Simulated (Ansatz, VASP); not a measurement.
Two plane-wave programs on Bi

File INCAR:

```
SYSTEM = Bi
ALGO = Fast
EDIFF = 1E-7
ENCUT = 520
GGA = PS
ISIF = 2
ISMEAR = -1
LASPH = .True.
LCHARG = .True.
LELF = .True.
LREAL = .False.
LVHAR = .True.
LWAVE = .False.
NBANDS = 38
NELM = 80
PREC = Accurate
SIGMA = 0.05
```

The input KPOINTS:

```
k-points
0
Gamma
  6 6 4
  0 0 0
```

File POSCAR:

```
Bi
1.0
    4.7497767948      0.0000000000      0.0000000000
    0.0000000000      4.6151638354      0.0000000000
   -0.3527589723      0.0000000000      6.6396657483
Bi
4
Direct
    0.2513749200      0.2500000000      0.7487333800
    0.7486250800      0.7500000000      0.2512666200
    0.2498876900      0.2500000000      0.2488803300
    0.7501123100      0.7500000000      0.7511196700
```

Contents of input.yaml:

```yaml
crystal:
  lattice:
    - [4.7497767948, 0.0, 0.0]
    - [0.0, 4.6151638354, 0.0]
    - [-0.3527589723, 0.0, 6.6396657483]
  atoms:
    - { symbol: Bi, position: [0.25137492, 0.25, 0.74873338] }
    - { symbol: Bi, position: [0.74862508, 0.75, 0.25126662] }
    - { symbol: Bi, position: [0.24988769, 0.25, 0.24888033] }
    - { symbol: Bi, position: [0.75011231, 0.75, 0.75111967] }
hamiltonian:
  xc: pbesol
  pseudopotentials: { kind: paw }
kpoints:
  mp_grid: { grid: [6, 6, 4] }
scf:
  occupations: { method: fermi_dirac, width: 0.05 }
output:
  forces: true
  stress: true
  eigenvalues: true
```

Alike in both runs: task single point; functional PBEsol; k mesh 6 × 6 × 4; occupations fermi-dirac, width 0.05 eV; no spin polarisation.

|  | VASP | Ansatz |
| --- | --- | --- |
| version | VASP 6.6.1 | Ansatz 0.2.0 |
| potentials or method | VASP PAW PBE potentials, release 64 (Bi_d) | Ansatz PAW |
| plane-wave cutoff (eV) | 520 | 420 |
| valence electrons in the cell | 60 | 60 |

VASP gave:

- gap on the k mesh at the Fermi level (eV): none
- pressure (GPa): -3.8
- traceless stress, the component that is largest in VASP (GPa): 0.81
- rms of the force components (eV/Å): 0.004

Which values does Ansatz return?

gap on the k mesh at the Fermi level (eV): none; pressure (GPa): -3.7; traceless stress, the component that is largest in VASP (GPa): 0.81; rms of the force components (eV/Å): 0.004.

VASP's potentials were made for PBE, not for PBEsol. Atom by atom the forces differ by 0.000 eV/Å (rms over components). A gap of «none» marks a metal or a gap that the smearing closes.

Spin-orbit coupling is off throughout.
